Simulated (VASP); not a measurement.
# BaTiO3 (P4mm) in VASP: further runs, part 2 of 2

VASP 6.6.1.

**5. Relaxation of cell and atoms, PBE**

This run uses another cell than the first one, of 13.07 Å³/atom, 0.979 times its volume.

INCAR reads:

```
SYSTEM = BaTiO3
  ALGO = Normal
  EDIFF = 1E-6
  EDIFFG = -0.005
  ENCUT = 600
  GGA = PE
  IBRION = 2
  ISIF = 3
  ISMEAR = -1
  LASPH = .True.
  LCHARG = .False.
  LREAL = .False.
  LWAVE = .False.
  NELM = 80
  NSW = 80
  PREC = Accurate
  SIGMA = 0.02
```

KPOINTS reads:

```
k-points
0
Gamma
  6 6 6
  0 0 0
```

POSCAR reads:

```
BaTiO3
1.0
    3.9903792100      0.0000000000      0.0000000000
    0.0000000000      3.9903792100      0.0000000000
    0.0000000000      0.0000000000      4.1026553900
Ba Ti O
1 1 3
Direct
    0.5000000000      0.5000000000      0.5825414600
    0.0000000000      0.0000000000      0.1000427000
    0.0000000000      0.5000000000      0.0642205400
    0.5000000000      0.0000000000      0.0642205400
    0.0000000000      0.0000000000      0.5489717500
```

Launch:

```bash
> cat potpaw_PBE.64/Ba_sv/POTCAR potpaw_PBE.64/Ti_sv/POTCAR potpaw_PBE.64/O/POTCAR > POTCAR
> mpirun -np 1 vasp_std > vasp.out
```

Run time: 7.4 min. Hardware: 1 thread of Intel Xeon 6975P-C (Granite Rapids), shared host; peak memory 0.26 GiB.

Results (log left out):

| Item | Value |
| --- | --- |
| Free energy | -40.0474 eV |
| Relaxed volume | 13.48 Å³/atom |
| Relaxed cell | a = 3.996 Å, b = 3.996 Å, c = 4.221 Å, α = 90.00°, β = 90.00°, γ = 90.00° |
| Space group after relaxing (to 0.05 Å) | P4mm (No. 99) |
| Energy gained by relaxing | 3.9 meV/atom |
| Ionic steps | 25 |
| Pressure after relaxing | 0.0 GPa |
| Largest force after relaxing | 0.005 eV/Å |
| Band gap on the k mesh | 1.77 eV, indirect (least direct gap 2.34 eV) |

Forces on the atoms (eV/Å):
```
Ba   0.000  0.000  0.000
Ti   0.000  0.000  0.005
O    0.000  0.000 -0.004
O    0.000  0.000 -0.004
O    0.000  0.000  0.003
```

Step by step:
```
step  energy change (eV)  largest force (eV/Å)  pressure (GPa)  volume (Å³)
   1              0.0000                0.0558            2.94        65.33
   2             -0.0028                0.3536           -2.43        67.62
   3             -0.0110                0.1917           -0.05        66.54
   4             -0.0134                0.0818            0.00        66.70
   5             -0.0140                0.0614            0.05        66.82
   6             -0.0158                0.0652           -0.02        66.95
   7             -0.0186                0.0812           -0.13        67.35
   8             -0.0188                0.0870           -0.16        67.45
   9             -0.0193                0.0413            0.05        67.30
  10             -0.0193                0.0464            0.04        67.31
  11             -0.0196                0.0183            0.09        67.30
  12             -0.0196                0.0200            0.14        67.29
  13             -0.0196                0.0343           -0.21        67.44
  14             -0.0196                0.0145           -0.01        67.35
  15             -0.0197                0.0080            0.01        67.35
  16             -0.0197                0.0144            0.02        67.35
  17             -0.0197                0.0098            0.03        67.39
  18             -0.0197                0.0200           -0.04        67.48
  19             -0.0197                0.0144           -0.08        67.45
  20             -0.0197                0.0096           -0.06        67.42
  21             -0.0197                0.0073           -0.03        67.40
  22             -0.0197                0.0084            0.05        67.38
  23             -0.0197                0.0062            0.04        67.39
  24             -0.0197                0.0069            0.02        67.40
  25             -0.0197                0.0045            0.01        67.40
```

Final structure:
```xyz
5
Lattice="3.9959 0.0000 0.0000 0.0000 3.9959 0.0000 0.0000 0.0000 4.2212" Properties=species:S:1:pos:R:3 pbc="T T T"
Ba    1.9979    1.9979    2.4904
Ti    0.0000    0.0000    0.4590
O     0.0000    1.9979    0.2582
O     1.9979    0.0000    0.2582
O     0.0000    3.9959    2.2751
```

Levels at points of the mesh, in eV from the valence-band top:
| k point | band 16 | band 17 | band 18 | band 19 | band 20 | band 21 | band 22 | band 23 | band 24 |
| --- | --- | --- | --- | --- | --- | --- | --- | --- | --- |
| (0.00, 0.00, 0.00) | -1.74 | -1.32 | -0.96 | -0.57 | -0.57 | 1.77 | 2.40 | 2.40 | 3.94 |
| (0.50, 0.00, 0.00) | -1.97 | -1.96 | -1.71 | -1.59 | -1.36 | 2.47 | 3.38 | 3.48 | 4.01 |
| (0.50, 0.50, 0.00) | -2.98 | -2.06 | -1.18 | -1.18 | -0.06 | 3.52 | 3.52 | 3.85 | 4.02 |
| (0.00, 0.00, 0.50) | -2.17 | -2.07 | -1.98 | -0.74 | -0.74 | 1.89 | 3.38 | 3.38 | 3.94 |
| (0.50, 0.00, 0.50) | -2.59 | -1.87 | -1.20 | -1.10 | -0.54 | 3.39 | 3.42 | 3.65 | 4.70 |
| (0.50, 0.50, 0.50) | -2.65 | -2.65 | -0.47 | -0.47 | 0.00 | 3.89 | 3.89 | 4.01 | 5.87 |

Caveat: spin-orbit coupling is left out, which moves the levels of the heavy elements.

**6. Relaxation of cell and atoms, PBEsol**

INCAR reads:

```
SYSTEM = BaTiO3
ALGO = Normal
EDIFF = 1E-7
EDIFFG = -0.005
ENCUT = 600
GGA = PS
IBRION = 2
ISIF = 3
ISMEAR = -1
LASPH = .True.
LCHARG = .False.
LREAL = .False.
LWAVE = .False.
NELM = 100
NSW = 80
PREC = Accurate
SIGMA = 0.02
```

KPOINTS is that of step 5.

POSCAR reads:

```
BaTiO3
1.0
    3.9854332033      0.0000000000      0.0000000000
    0.0000000000      3.9854332033      0.0000000000
    0.0000000000      0.0000000000      4.2004793553
Ba Ti O
1 1 3
Direct
    0.5000000000      0.5000000000      0.5912589164
    0.0000000000      0.0000000000      0.1084205195
    0.0000000000      0.5000000000      0.0602530009
    0.5000000000      0.0000000000      0.0602530009
    0.0000000000      0.0000000000      0.5398115523
```

Potentials or basis: VASP PAW PBE potentials, release 64 (Ba_sv, Ti_sv, O).

Launch:

```bash
> cat potpaw_PBE.64/Ba_sv/POTCAR potpaw_PBE.64/Ti_sv/POTCAR potpaw_PBE.64/O/POTCAR > POTCAR
> mpirun -np 1 vasp_std > vasp.out
```

OUTCAR:

```text
SYSTEM = BaTiO3
   EDIFF = 1E-7
   EDIFFG = -0.005
   ENCUT = 600
   GGA = PS
   IBRION = 2
   ISIF = 3
   ISMEAR = -1
   LASPH = .True.
   LREAL = .False.
   NELM = 100
   NSW = 80
   PREC = Accurate

 ion  position               nearest neighbor table
   1  0.500  0.500  0.591-   3 2.80   4 2.80   4 2.80   3 2.80   5 2.83   5 2.83   5 2.83   5 2.83
                             3 2.99   4 2.99   3 2.99   4 2.99   2 3.47   2 3.47   2 3.47   2 3.47
   2  0.000  0.000  0.108-   5 1.81   4 2.00   3 2.00   3 2.00   4 2.00   5 2.39   1 3.47   1 3.47
                             1 3.47   1 3.47   1 3.56   1 3.56   1 3.56   1 3.56
   3  0.000  0.500  0.060-   2 2.00   2 2.00   1 2.80   1 2.80   1 2.99   1 2.99
   4  0.500  0.000  0.060-   2 2.00   2 2.00   1 2.80   1 2.80   1 2.99   1 2.99
   5  0.000  0.000  0.540-   2 1.81   2 2.39   1 2.83   1 2.83   1 2.83   1 2.83

  LATTYP: Found a simple tetragonal cell.
 ALAT       =     3.9854332033
 C/A-ratio  =     1.0539580369

  Lattice vectors:

 A1 = (   3.9854332033,   0.0000000000,   0.0000000000)
 A2 = (   0.0000000000,   3.9854332033,   0.0000000000)
 A3 = (   0.0000000000,   0.0000000000,   4.2004793553)

Analysis of symmetry for initial positions (statically):
=====================================================================
 Subroutine PRICEL returns:
 Original cell was already a primitive cell.

 Routine SETGRP: Setting up the symmetry group for a
 simple tetragonal supercell.

 Subroutine GETGRP returns: Found  8 space group operations
 (whereof  8 operations were pure point group operations)
 out of a pool of 16 trial point group operations.

The static configuration has the point symmetry C_4v.

Analysis of symmetry for dynamics (positions and initial velocities):
=====================================================================
 Subroutine PRICEL returns:
 Original cell was already a primitive cell.

 Routine SETGRP: Setting up the symmetry group for a
 simple tetragonal supercell.

 Subroutine GETGRP returns: Found  8 space group operations
 (whereof  8 operations were pure point group operations)
 out of a pool of 16 trial point group operations.

The dynamic configuration has the point symmetry C_4v.

 Subroutine INISYM returns: Found  8 space group operations
 (whereof  8 operations are pure point group operations),
 and found     1 'primitive' translations

----------------------------------------------------------------------------------------

                                     Primitive cell

  volume of cell :      66.7191

  direct lattice vectors                    reciprocal lattice vectors
     3.985433203  0.000000000  0.000000000     0.250913752  0.000000000  0.000000000
     0.000000000  3.985433203  0.000000000     0.000000000  0.250913752  0.000000000
     0.000000000  0.000000000  4.200479355     0.000000000  0.000000000  0.238068067

  length of vectors
     3.985433203  3.985433203  4.200479355     0.250913752  0.250913752  0.238068067

  position of ions in fractional coordinates (direct lattice)
     0.500000000  0.500000000  0.591258916
     0.000000000  0.000000000  0.108420520
     0.000000000  0.500000000  0.060253001
     0.500000000  0.000000000  0.060253001
     0.000000000  0.000000000  0.539811552

  ion indices of the primitive-cell ions
[... 72 lines left out ...]
   ISPIN  =      1    spin polarized calculation?
   LNONCOLLINEAR =      F non collinear calculations
   LSORBIT =      F    spin-orbit coupling
   LASPH  =      T    aspherical Exc in radial PAW
   ENCUT  =  600.0 eV  44.10 Ry    6.64 a.u.   7.96  7.96  8.39*2*pi/ulx,y,z
   NELM   =    100;   NELMIN=  2; NELMDL= -5     # of ELM steps
   EDIFF  = 0.1E-06   stopping-criterion for ELM
   LREAL  =      F    real-space projection
   EDIFFG = -.5E-02   stopping-criterion for IOM
   NSW    =     80    number of steps for IOM
   IBRION =      2    ionic relax: 0-MD 1-quasi-New 2-CG
   NFREE  =      1    steps in history (QN), initial steepest desc. (CG)
   ISIF   =      3    stress and relaxation
   ISYM   =      2    0-nonsym 1-usesym 2-fastsym
   POTIM  = 0.5000    time-step for ionic-motion
   TEBEG  =    0.0;   TEEND  =   0.0 temperature during run
   PSTRESS=    0.0 pullay stress
   NELECT =      40.0000    total number of electrons
   NUPDOWN=      -1.0000    fix difference up-down
   EMIN   =  10.00;   EMAX   =-10.00  energy-range for DOS
   EFERMI =   0.00;   METHOD = LEGACY
   ISMEAR =    -1;   SIGMA  =   0.02  broadening in eV -4-tet -1-fermi 0-gaus
   EFERMI_NEDOS =   21; number of points for ismear=-14 and -15
   IALGO  =     38    algorithm
   IMIX   =      4    mixing-type and parameters
     AMIX     =   0.40;   BMIX     =  1.00
     AMIX_MAG =   1.60;   BMIX_MAG =  1.00
  volume/ion in A,a.u.               =      13.34        90.05
  Fermi-wavevector in a.u.,A,eV,Ry     =   1.380421  2.608617 25.926742  1.905562
  Thomas-Fermi vector in A             =   2.505300
   LORBIT       =      0    0 simple, 1 ext, 2 COOP (PROOUT), +10 PAW based schemes
   GGA     = PS    functional components
   LHFCALC =     F    Hartree Fock is set to
   AEXX    =    0.0000 exact exchange contribution
   IVDW    =     0    specifies the selected vdW correction
   LEPSILON=     F    determine dielectric tensor
   LRPA    =     F    only Hartree local field effects (RPA)
 conjugate gradient relaxation of ions
 non-spin polarized calculation
  energy-cutoff  :      600.00
  volume of cell :       66.72
 maximum number of plane-waves:      2260
 NGX is ok and might be reduce to    32
   NGX = 15   NGY = 15   NGZ = 17

--------------------------------------- Ionic step        1  -------------------------------------------

 number of electron      39.9999989 magnetization

 Free energy of the ion-electron system (eV)
  ---------------------------------------------------
  ext. energy  EPLUGINS =         0.00000000
  ---------------------------------------------------
  free energy    TOTEN  =       -41.97402192 eV

  energy without entropy =      -41.97402192  energy(sigma->0) =      -41.97402192

------------------------ aborting loop because EDIFF is reached ----------------------------------------

  FORCE on cell =-STRESS in cart. coord.  units (eV):
  Direction    XX          YY          ZZ          XY          YZ          ZX
  --------------------------------------------------------------------------------------
  -------------------------------------------------------------------------------------
  Total       -1.8495806     -1.8495806     -1.7420044      0.0000000     -0.0000000      0.0000000
  in kB      -44.4154350    -44.4154350    -41.8321239      0.0000000     -0.0000000      0.0000000
  external PRESSURE =     -43.5543313 kB  Pullay stress =       0.0000000 kB
[... 98 lines left out ...]
  FREE ENERGIE OF THE ION-ELECTRON SYSTEM (eV)
  ---------------------------------------------------
  free  energy   TOTEN  =       -41.9989916451 eV

  energy  without entropy=      -41.9989916451  energy(sigma->0) =      -41.99899165

[... ionic steps 4 to 14 ...]

--------------------------------------- Ionic step       15  -------------------------------------------

 number of electron      39.9999987 magnetization

------------------------ aborting loop because EDIFF is reached ----------------------------------------
[... 73 lines left out ...]
--------------------------------------- Ionic step       17  -------------------------------------------

 number of electron      39.9999987 magnetization

 Free energy of the ion-electron system (eV)
  ---------------------------------------------------
  ext. energy  EPLUGINS =         0.00000000
  ---------------------------------------------------
  free energy    TOTEN  =       -42.01343695 eV

  energy without entropy =      -42.01343695  energy(sigma->0) =      -42.01343695

 E-fermi :   4.2637     XC(G=0): -11.5185

 val. band max:        3.8187593580   @ k =   0.5000   0.5000   0.5000
 cond. band min:       5.5836733434   @ k =   0.0000   0.0000   0.0000
 fundamental gap:      1.7649139855
 Fermi energy:         4.2637043186

 k-point     1 :       0.0000    0.0000    0.0000
  band No.  band energies     occupation
      1     -52.4609      2.00000
      2     -28.8670      2.00000
      3     -28.7904      2.00000
      4     -28.7904      2.00000
      5     -21.0749      2.00000
      6     -13.1098      2.00000
[... 637 lines left out ...]
     23       7.6124      0.00000
     24       8.7445      0.00000

 [... further k-points ...]

------------------------ aborting loop because EDIFF is reached ----------------------------------------

  FORCE on cell =-STRESS in cart. coord.  units (eV):
  Direction    XX          YY          ZZ          XY          YZ          ZX
  --------------------------------------------------------------------------------------
  -------------------------------------------------------------------------------------
  Total        0.0025016      0.0025016      0.0031046      0.0000000      0.0000000      0.0000000
  in kB        0.0626643      0.0626643      0.0777707      0.0000000      0.0000000      0.0000000
  external PRESSURE =       0.0676998 kB  Pullay stress =       0.0000000 kB
[... 20 lines left out ...]
  FREE ENERGIE OF THE ION-ELECTRON SYSTEM (eV)
  ---------------------------------------------------
  free  energy   TOTEN  =       -42.0134369518 eV

  energy  without entropy=      -42.0134369518  energy(sigma->0) =      -42.01343695

 reached required accuracy - stopping structural energy minimisation
```

Wall time 7.3 min (1 thread of Intel Xeon 6975P-C (Granite Rapids), shared host); peak memory 0.25 GiB.

What came out:

```
Free energy                            : -42.0134 eV
Relaxed volume                         : 12.79 Å³/atom
Relaxed cell                           : a = 3.967 Å, b = 3.967 Å, c = 4.064 Å, α = 90.00°, β = 90.00°, γ = 90.00°
Space group after relaxing (to 0.05 Å) : P4mm (No. 99)
Energy gained by relaxing              : 7.9 meV/atom
Ionic steps                            : 17
Pressure after relaxing                : 0.0 GPa
Largest force after relaxing           : 0.005 eV/Å
Band gap on the k mesh                 : 1.76 eV, indirect (least direct gap 2.19 eV)
```

Forces on the atoms (eV/Å):
```
Ba   0.000  0.000  0.005
Ti   0.000  0.000  0.002
O    0.000  0.000 -0.002
O    0.000  0.000 -0.002
O    0.000  0.000 -0.003
```

The path:
```csv
step,energy change (eV),largest force (eV/Å),pressure (GPa),volume (Å³)
1,0.0000,0.0456,-4.36,66.72
2,-0.0011,0.7205,4.65,63.28
3,-0.0250,0.3320,-0.04,64.94
4,-0.0293,0.0932,0.02,64.62
5,-0.0294,0.0952,0.03,64.60
6,-0.0330,0.0879,-0.03,64.47
7,-0.0381,0.0630,-0.03,64.14
8,-0.0383,0.0725,-0.01,64.05
9,-0.0392,0.0333,-0.03,63.96
10,-0.0393,0.0318,-0.03,63.93
11,-0.0393,0.0207,0.18,63.89
12,-0.0394,0.0110,0.11,63.90
13,-0.0394,0.0084,-0.11,64.00
14,-0.0394,0.0030,-0.03,63.96
15,-0.0394,0.0053,0.01,63.95
16,-0.0394,0.0051,0.01,63.95
17,-0.0394,0.0046,0.01,63.96
```

Final structure:
```xyz
5
Lattice="3.9669 0.0000 0.0000 0.0000 3.9669 0.0000 0.0000 0.0000 4.0644" Properties=species:S:1:pos:R:3 pbc="T T T"
Ba    1.9835    1.9835    2.3651
Ti    0.0000    0.0000    0.4006
O     0.0000    1.9835    0.2599
O     1.9835    0.0000    0.2599
O     0.0000    0.0000    2.2422
```

Levels at points of the mesh, in eV from the valence-band top:
| k point | band 17 | band 18 | band 19 | band 20 | band 21 | band 22 | band 23 | band 24 |
| --- | --- | --- | --- | --- | --- | --- | --- | --- |
| (0.00, 0.00, 0.00) | -1.26 | -0.54 | -0.43 | -0.43 | 1.76 | 2.16 | 2.16 | 4.15 |
| (0.50, 0.00, 0.00) | -1.96 | -1.77 | -1.23 | -1.04 | 2.29 | 3.56 | 3.63 | 4.19 |
| (0.50, 0.50, 0.00) | -1.89 | -1.05 | -1.05 | -0.08 | 3.66 | 3.66 | 4.02 | 4.59 |
| (0.00, 0.00, 0.50) | -2.07 | -2.07 | -0.74 | -0.74 | 1.92 | 3.57 | 3.57 | 4.14 |
| (0.50, 0.00, 0.50) | -1.80 | -1.02 | -0.98 | -0.32 | 3.58 | 3.60 | 3.93 | 4.98 |
| (0.50, 0.50, 0.50) | -2.53 | -0.24 | -0.24 | 0.00 | 4.20 | 4.20 | 4.25 | 6.33 |

Caveat: the PAW data sets were made with another functional, which shifts forces and pressure a little; spin-orbit coupling is left out, which moves the levels of the heavy elements.

**7. Summary**

| task | level | cell | cutoff (eV) | smearing | gap on the mesh (eV) | pressure (GPa) | relaxed volume (Å³/atom) | largest force (eV/Å) |
| --- | --- | --- | --- | --- | --- | --- | --- | --- |
| single point | PBE | a = 3.985, b = 3.985, c = 4.200 Å, 5 atoms | 520 | fermi-dirac 0.02 eV | 1.79 | 1.6 | - | 0.08 |
| single point | r2SCAN | a = 3.972, b = 3.972, c = 4.113 Å, 5 atoms | 520 | fermi-dirac 0.02 eV | 2.21 | 1.9 | - | 0.17 |
| single point | r2SCAN | a = 3.972, b = 3.972, c = 4.113 Å, 5 atoms | 520 | gaussian 0.01 eV | 2.21 | 1.9 | - | 0.17 |
| relaxation of cell and atoms | PBE | relaxed from a = 3.990, b = 3.990, c = 4.103 Å, 5 atoms | 600 | fermi-dirac 0.02 eV | 1.77 | 0.0 | 13.48 | - |
| relaxation of cell and atoms | PBEsol | relaxed from a = 3.985, b = 3.985, c = 4.200 Å, 5 atoms | 600 | fermi-dirac 0.02 eV | 1.76 | 0.0 | 12.79 | - |

Alike in all rows: potentials or basis VASP PAW PBE potentials, release 64 (Ba_sv, Ti_sv, O); no spin polarisation; k mesh 6 × 6 × 6.

Caveats: spin-orbit coupling is left out, which moves the levels of the heavy elements; the PAW data sets were made with another functional, which shifts forces and pressure a little (some runs).

Absolute energies hang on the potentials; compare differences alone.
